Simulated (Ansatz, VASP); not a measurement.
# Two plane-wave programs on SiTe4H

```
Si Te H
1.0
     7.63593    0.00000    0.00000
     0.00000    7.63593    0.00000
     0.00000    0.00000    3.04626
Si Te H
1 4 1
Direct
  0.00000 0.00000 0.00000
  0.18913 0.50000 0.50000
  0.81087 0.50000 0.50000
  0.50000 0.81087 0.50000
  0.50000 0.18913 0.50000
  0.50000 0.50000 0.50000
```

Alike in both runs: functional PBE; k mesh 6 × 6 × 12; occupations gaussian, width 0.1 eV; no spin polarisation.

Ansatz relaxed the structure, and its values are those at the end. VASP's run is a single point on that final structure, the one shown.

```csv
,VASP,Ansatz
version,VASP 6.6.1,Ansatz 0.2.0
potentials or method,"VASP PAW PBE potentials, release 64 (Si, Te, H), cutoff 520 eV","scalar-relativistic, plane waves, PAW"
valence electrons in the cell,29,69
```

```csv
,VASP,Ansatz,Ansatz less VASP
gap on the k mesh at the Fermi level (eV),none,none,-
pressure (GPa),0.0,0.0,+0.03
rms of the force components (eV/Å),0.007,0.004,-0.0031
```

A gap of «none» marks a metal or a gap that the smearing closes. VASP's potentials hold 29 valence electrons a cell and Ansatz's 69, so a difference there can come from the potentials and not from the codes.

Neither program's run includes spin-orbit coupling.
